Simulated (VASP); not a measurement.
AlRu: single point with PBE

The system is AlRu.

```
Al Ru
1.0
     3.09430    0.00000    0.00000
     0.00000    3.09430    0.00000
     0.00000    0.00000    3.09430
Al Ru
1 1
Direct
  0.00000 0.00000 0.00000
  0.50000 0.50000 0.50000
```

This cell differs from its parent crystal: equal strain along all axes, cell held: +3.0 %.

```
Program             : VASP 6.6.1
Task                : single point
Functional          : PBE
Potentials or basis : VASP PAW PBE potentials, release 64 (Al, Ru_pv)
Cutoff              : 520 eV
k mesh              : 14 × 14 × 14
Occupations         : gaussian, width 0.1 eV
Spin                : no spin polarisation
```

The pressure is -14.9 GPa and the band gap on the k mesh is zero (an odd number of electrons rules out a gap without spin polarisation).

Levels at points of the mesh, in eV from the Fermi level:
```tsv
k point	band 6	band 7	band 8	band 9	band 10	band 11	band 12	band 13
(0.00, 0.00, 0.00)	-3.05	0.15	0.15	0.15	5.61	5.61	5.61	10.39
(0.50, 0.00, 0.00)	-2.36	-1.40	-1.40	0.36	1.94	7.48	10.51	10.51
(0.50, 0.50, 0.00)	-1.28	-1.28	-0.99	-0.99	1.30	4.68	5.25	9.80
(0.50, 0.50, 0.50)	-4.09	1.38	1.38	1.96	3.92	3.92	3.92	7.63
```

Wall time 43 s on 1 thread of Intel Xeon 8259CL, on a shared host, peak memory 0.18 GiB.

Caveat: the cell differs from its parent crystal (equal strain along all axes, cell held: +3.0 %); the cell stands under tension.
